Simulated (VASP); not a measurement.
A run of VASP 6.6.1:

INCAR

```
ALGO = Fast ; EDIFF = 1E-6
ENCUT = 520 ; ISIF = 2
ISMEAR = 0 ; LASPH = T
LCHARG = F ; LREAL = F
LWAVE = F ; NBANDS = 32
NELM = 100 ; PREC = Accurate
SIGMA = 0.15
```

File KPOINTS:

```
k-points
0
Gamma
  12 12 12
```

POSCAR

```
Ti3Zn
1.0
    4.0125821652      0.0721106291      0.0721106291
    0.0721106291      4.0125821652      0.0721106291
    0.0721106291      0.0721106291      4.0125821652
Ti Zn
3 1
Direct
    0.0000000000      0.5000000000      0.5000000000
    0.5000000000      0.0000000000      0.5000000000
    0.5000000000      0.5000000000      0.0000000000
    0.0000000000      0.0000000000      0.0000000000
```

Potentials or basis: VASP PAW LDA potentials, release 64 (Ti_sv, Zn).

The run is started by

```console
$ cat potpaw_LDA.64/Ti_sv/POTCAR potpaw_LDA.64/Zn/POTCAR > POTCAR
$ mpirun -np 1 vasp_std > vasp.out
```

Hardware: 1 thread of Intel Xeon 8259CL (shared host).

**Question.** How long does it take, and how much memory?

**Answer.** Run time: 22 min on 1 thread of Intel Xeon 8259CL, with other jobs on the host, peak memory 0.41 GiB. Counts: scf iterations 37, k points 189.
